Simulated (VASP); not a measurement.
Input of a VASP 6.6.1 run:

INCAR

```
SYSTEM = CoSn2
ALGO = Fast
EDIFF = 1E-6
ENCUT = 520
GGA = PS
ISIF = 2
ISMEAR = 0
LASPH = .True.
LCHARG = .False.
LREAL = .False.
LWAVE = .False.
NBANDS = 46
NELM = 60
PREC = Accurate
SIGMA = 0.1
```

File KPOINTS:

```
k-points
0
Gamma
  8 8 8
  0 0 0
```

The input POSCAR:

```
CoSn2
1.0
   -3.1089864897      3.1089864897      2.6699178328
    3.1089864897     -3.1089864897      2.6699178328
    3.1089864897      3.1089864897     -2.6699178328
Co Sn
2 4
Direct
    0.2500000000      0.2500000000      0.0000000000
    0.7500000000      0.7500000000      0.0000000000
    0.6660024747      0.1660024747      0.8320049494
    0.1660024747      0.3339975253      0.5000000000
    0.3339975253      0.8339975253      0.1679950506
    0.8339975253      0.6660024747      0.5000000000
```

Potentials or basis: VASP PAW PBE potentials, release 64 (Co, Sn_d).

Run with:

```console
$ cat potpaw_PBE.64/Co/POTCAR potpaw_PBE.64/Sn_d/POTCAR > POTCAR
$ mpirun -np 1 vasp_std > vasp.out
```

Problem. Predict the pressure.

Solution. 3.9 GPa.

Problem. What does it give for the band gap on the k mesh?

Solution. Zero (bands 37 and 38 overlap by 1.76 eV).

Forces in eV/Å, atoms in the order of the input:
```
Co   0.000  0.000  0.000
Co   0.000  0.000  0.000
Sn   0.003  0.003  0.000
Sn  -0.003  0.003  0.000
Sn  -0.003 -0.003  0.000
Sn   0.003 -0.003  0.000
```

Caveat: the cell stands under pressure; the PAW data sets were made with another functional, which shifts forces and pressure a little; spin-orbit coupling is left out, which moves the levels of the heavy elements; the run has no spin polarisation, though such a crystal can be magnetic. Spin polarisation is off, so any magnetic state and its effect on volume and gap are missing.
